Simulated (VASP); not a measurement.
Runs of VASP 6.6.1 on Co. The structure is that of space group P6_3/mmc (No. 194), or close to it. The cells are those of the table. 

```csv
level,potentials or basis,fixed moment (μB),cell,k mesh,cutoff (eV),gap on the mesh (eV),pressure (GPa),moment (μB)
r2SCAN,"VASP PAW PBE potentials, release 64 (Co)",-,"a = 2.487, b = 2.487, c = 8.142 Å, angles 90.0, 90.0, 120.0°, 4 atoms",12 × 12 × 4,520,none,(b),7.07
r2SCAN,"VASP PAW PBE potentials, release 64 (Co)",-,"a = 2.519, b = 2.519, c = 8.247 Å, angles 90.0, 90.0, 120.0°, 4 atoms",12 × 12 × 4,520,none,-11.8,7.10
BLYP+D4,"VASP PAW PBE potentials, release 64 (Co)",-,"a = 2.487, b = 2.487, c = 8.036 Å, angles 90.0, 90.0, 120.0°, 4 atoms",12 × 12 × 4,520,none,-0.5,6.43
PBE,"VASP PAW PBE potentials, release 64 (Co_sv)",10.0,"a = 2.471, b = 2.471, c = 8.088 Å, angles 90.0, 90.0, 120.0°, 4 atoms",10 × 10 × 3,600,-,(a),10.00
LDA,"VASP PAW LDA potentials, release 64 (Co)",-,"a = 2.471, b = 2.471, c = 8.088 Å, angles 90.0, 90.0, 120.0°, 4 atoms",12 × 12 × 4,520,none,(c),6.18
```

Alike in all rows: task single point; spin collinear, ferromagnetic start; smearing fermi-dirac 0.05 eV.

Task: Fill in the values left out.

Result: (a) 23.7; (b) -4.6; (c) -15.8.

Caveats: the cell stands under tension (at least some runs); the PAW data sets were made with another functional, which shifts forces and pressure a little (at least some runs); the cell stands under pressure (at least some runs); the total moment is fixed, so each spin has its own Fermi level (at least some runs).

A gap of «none» marks levels without a gap at the run's occupations.

The runs don't all hold the same shells in valence.
